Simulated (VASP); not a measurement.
A run of VASP 6.6.1:

File INCAR:

```
PREC = Accurate
ENCUT = 500
EDIFF = 1E-6
ISMEAR = 0
SIGMA = 0.05
LREAL = False
LASPH = True
NELM = 200
ALGO = Normal
ISIF = 2
LWAVE = False
LCHARG = False
ISPIN = 2
MAGMOM = 2.59 -0.27
LORBIT = 11
NUPDOWN = 2.25
LMAXMIX = 4
LDAU = True
LDAUTYPE = 2
LDAUL = 2 -1
LDAUU = 5 0
LDAUJ = 0 0
LDAUPRINT = 1
NBANDS = 20
GGA_COMPAT = False
```

KPOINTS

```
Automatic mesh
0
Gamma
  6 6 6
```

Contents of POSCAR:

```
VSe
1.0
    3.3195141700      0.0000000000      0.0000000000
    0.0000000000      3.3195141700      0.0000000000
    0.0000000000      0.0000000000      3.3195141700
V Se
1 1
Direct
    0.0000000000      0.0000000000      0.0000000000
    0.5000000000      0.5000000000      0.5000000000
```

Potentials or basis: VASP PAW LDA potentials, release 64 (V_sv, Se).

Launch:

```bash
$ cat potpaw_LDA.64/V_sv/POTCAR potpaw_LDA.64/Se/POTCAR > POTCAR
$ mpirun -np 1 vasp_std > vasp.out
```

Hardware: 1 thread of Intel(R) Xeon(R) Platinum 8488C (Sapphire Rapids), on a shared host.

Q: How long does it take, and how much memory?

A: Run time: 11 s on 1 thread of Intel(R) Xeon(R) Platinum 8488C (Sapphire Rapids), on a shared host, peak memory 0.14 GiB. Counts: scf iterations 20, k points 20.
